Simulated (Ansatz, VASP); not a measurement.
One calculation of ScAl15N16, two programs

The input INCAR:

```
SYSTEM = ScAl15N16
PREC = Accurate
ENCUT = 520
EDIFF = 1E-6
ISMEAR = 0
SIGMA = 0.1
LREAL = Auto
LASPH = .TRUE.
NELM = 60
ALGO = Normal
ISIF = 2
LWAVE = .FALSE.
LCHARG = .FALSE.
GGA = PS
NBANDS = 90
```

KPOINTS

```
Automatic mesh
0
G
  3 3 2
  0 0 0
```

POSCAR

```
ScAl15N16
1.0
   -3.1439243600     -5.4454367200      0.0000000000
    6.2878487200      0.0000000000      0.0000000000
    0.0000000000      0.0000000000     10.0609619200
Sc Al N
1 15 16
Direct
    0.1666666700      0.8333333300      0.0000000000
    0.1666666700      0.8333333300      0.5000000000
    0.1666666700      0.3333333300      0.0000000000
    0.1666666700      0.3333333300      0.5000000000
    0.6666666700      0.8333333300      0.0000000000
    0.6666666700      0.8333333300      0.5000000000
    0.6666666700      0.3333333300      0.0000000000
    0.6666666700      0.3333333300      0.5000000000
    0.3333333300      0.1666666700      0.2500000000
    0.3333333300      0.1666666700      0.7500000000
    0.3333333300      0.6666666700      0.2500000000
    0.3333333300      0.6666666700      0.7500000000
    0.8333333300      0.1666666700      0.2500000000
    0.8333333300      0.1666666700      0.7500000000
    0.8333333300      0.6666666700      0.2500000000
    0.8333333300      0.6666666700      0.7500000000
    0.1666666700      0.8333333300      0.1900000000
    0.1666666700      0.8333333300      0.6900000000
    0.1666666700      0.3333333300      0.1900000000
    0.1666666700      0.3333333300      0.6900000000
    0.6666666700      0.8333333300      0.1900000000
    0.6666666700      0.8333333300      0.6900000000
    0.6666666700      0.3333333300      0.1900000000
    0.6666666700      0.3333333300      0.6900000000
    0.3333333300      0.1666666700      0.4400000000
    0.3333333300      0.1666666700      0.9400000000
    0.3333333300      0.6666666700      0.4400000000
    0.3333333300      0.6666666700      0.9400000000
    0.8333333300      0.1666666700      0.4400000000
    0.8333333300      0.1666666700      0.9400000000
    0.8333333300      0.6666666700      0.4400000000
    0.8333333300      0.6666666700      0.9400000000
```

Input for Ansatz:

```yaml
crystal:
  lattice:
    - [-3.14392436, -5.44543672, 0.0]
    - [6.28784872, 0.0, 0.0]
    - [0.0, 0.0, 10.06096192]
  atoms:
    - { symbol: Sc, position: [0.16666667, 0.83333333, 0.0] }
    - { symbol: Al, position: [0.16666667, 0.83333333, 0.5] }
    - { symbol: Al, position: [0.16666667, 0.33333333, 0.0] }
    - { symbol: Al, position: [0.16666667, 0.33333333, 0.5] }
    - { symbol: Al, position: [0.66666667, 0.83333333, 0.0] }
    - { symbol: Al, position: [0.66666667, 0.83333333, 0.5] }
    - { symbol: Al, position: [0.66666667, 0.33333333, 0.0] }
    - { symbol: Al, position: [0.66666667, 0.33333333, 0.5] }
    - { symbol: Al, position: [0.33333333, 0.16666667, 0.25] }
    - { symbol: Al, position: [0.33333333, 0.16666667, 0.75] }
    - { symbol: Al, position: [0.33333333, 0.66666667, 0.25] }
    - { symbol: Al, position: [0.33333333, 0.66666667, 0.75] }
    - { symbol: Al, position: [0.83333333, 0.16666667, 0.25] }
    - { symbol: Al, position: [0.83333333, 0.16666667, 0.75] }
    - { symbol: Al, position: [0.83333333, 0.66666667, 0.25] }
    - { symbol: Al, position: [0.83333333, 0.66666667, 0.75] }
    - { symbol: "N", position: [0.16666667, 0.83333333, 0.19] }
    - { symbol: "N", position: [0.16666667, 0.83333333, 0.69] }
    - { symbol: "N", position: [0.16666667, 0.33333333, 0.19] }
    - { symbol: "N", position: [0.16666667, 0.33333333, 0.69] }
    - { symbol: "N", position: [0.66666667, 0.83333333, 0.19] }
    - { symbol: "N", position: [0.66666667, 0.83333333, 0.69] }
    - { symbol: "N", position: [0.66666667, 0.33333333, 0.19] }
    - { symbol: "N", position: [0.66666667, 0.33333333, 0.69] }
    - { symbol: "N", position: [0.33333333, 0.16666667, 0.44] }
    - { symbol: "N", position: [0.33333333, 0.16666667, 0.94] }
    - { symbol: "N", position: [0.33333333, 0.66666667, 0.44] }
    - { symbol: "N", position: [0.33333333, 0.66666667, 0.94] }
    - { symbol: "N", position: [0.83333333, 0.16666667, 0.44] }
    - { symbol: "N", position: [0.83333333, 0.16666667, 0.94] }
    - { symbol: "N", position: [0.83333333, 0.66666667, 0.44] }
    - { symbol: "N", position: [0.83333333, 0.66666667, 0.94] }
basis:
  ecutwfc: 420
kpoints:
  mp_grid: { grid: [3, 3, 2] }
hamiltonian:
  xc: pbesol
scf:
  occupations: { method: gaussian, width: 0.1 }
output:
  forces: true
  stress: true
  eigenvalues: true
```

Alike in both runs: task single point; functional PBEsol; k mesh 3 × 3 × 2; occupations gaussian, width 0.1 eV; no spin polarisation.

|  | VASP | Ansatz |
| --- | --- | --- |
| version | VASP 6.6.1 | Ansatz 0.2.0 |
| potentials or method | VASP PAW PBE potentials, release 64 (Sc_sv, Al, N), cutoff 520 eV | scalar-relativistic, plane waves, PAW |
| valence electrons in the cell | 136 | 136 |

|  | VASP | Ansatz | Ansatz less VASP |
| --- | --- | --- | --- |
| gap on the k mesh at the Fermi level (eV) | 4.05 | 4.04 | -0.017 |
| least direct gap on the mesh (eV) | 4.05 | 4.04 | -0.017 |
| pressure (GPa) | -0.6 | -0.6 | -0.06 |
| traceless stress, the component that is largest in VASP (GPa) | 0.42 | 0.42 | 0.000 |
| rms of the force components (eV/Å) | 0.705 | 0.686 | -0.0195 |

VASP's potentials were made for PBE, not for PBEsol. Atom by atom the forces differ by 0.020 eV/Å (rms over components).
